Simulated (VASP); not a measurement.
**Al: single point with LDA**

The system is Al.

```xyz
4
Lattice="2.7197 0.0000 0.0000 -1.3598 2.3553 0.0000 0.0000 0.0000 8.9770" Properties=species:S:1:pos:R:3 pbc="T T T"
Al    0.0000    0.0000    0.0000
Al    0.0000    0.0000    4.4885
Al    0.0000    1.5702    2.2443
Al    1.3598    0.7851    6.7328
```

- Program: VASP 6.6.1
- Task: single point
- Functional: LDA
- Potentials or basis: VASP PAW LDA potentials, release 64 (Al)
- Cutoff: 520 eV
- k mesh: 9 × 9 × 3
- Occupations: gaussian, width 0.15 eV
- Spin: no spin polarisation
- Dipole correction: no
- Further INCAR settings: ALGO = Normal; EDIFF = 1e-07; NBANDS = 14

* Pressure: 10.2 GPa
* Band gap on the k mesh: zero (band 6 reaches 13.32 eV, above the bottom of band 7 at 7.91 eV)

Levels at points of the mesh, in eV from the Fermi level:
| k point | band 2 | band 3 | band 4 | band 5 | band 6 | band 7 | band 8 | band 9 |
| --- | --- | --- | --- | --- | --- | --- | --- | --- |
| (0.00, 0.00, 0.00) | -10.20 | -10.19 | -5.11 | -4.66 | 3.56 | 3.58 | 11.89 | 11.89 |

Wall time 5.9 s on 1 thread of Intel(R) Xeon(R) 6975P-C (Granite Rapids), on a shared host, peak memory 0.14 GiB.
